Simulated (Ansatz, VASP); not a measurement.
Two plane-wave programs on Ni

```
CELL_PARAMETERS angstrom
0.00000 1.75725 1.75725
1.75725 0.00000 1.75725
1.75725 1.75725 0.00000
ATOMIC_POSITIONS crystal
Ni 0.00000 0.00000 0.00000
```

Alike in both runs: task single point; functional PBE; k mesh 4 × 4 × 4; occupations fermi-dirac, width 0.1 eV; no spin polarisation.

```csv
,VASP,Ansatz
version,VASP 6.6.1,Ansatz 0.2.0
potentials or method,"VASP PAW PBE potentials, release 64 (Ni), cutoff 600 eV","plane waves (420 eV) with PAW, scalar-relativistic"
valence electrons in the cell,10,18
```

|  | VASP | Ansatz | Ansatz less VASP |
| --- | --- | --- | --- |
| pressure (GPa) | -2.0 | -2.4 | -0.42 |

VASP's potentials hold 10 valence electrons a cell and Ansatz's 18, so a difference there can come from the potentials and not from the codes.

The k mesh is coarse, so the values compare programs but aren't converged.
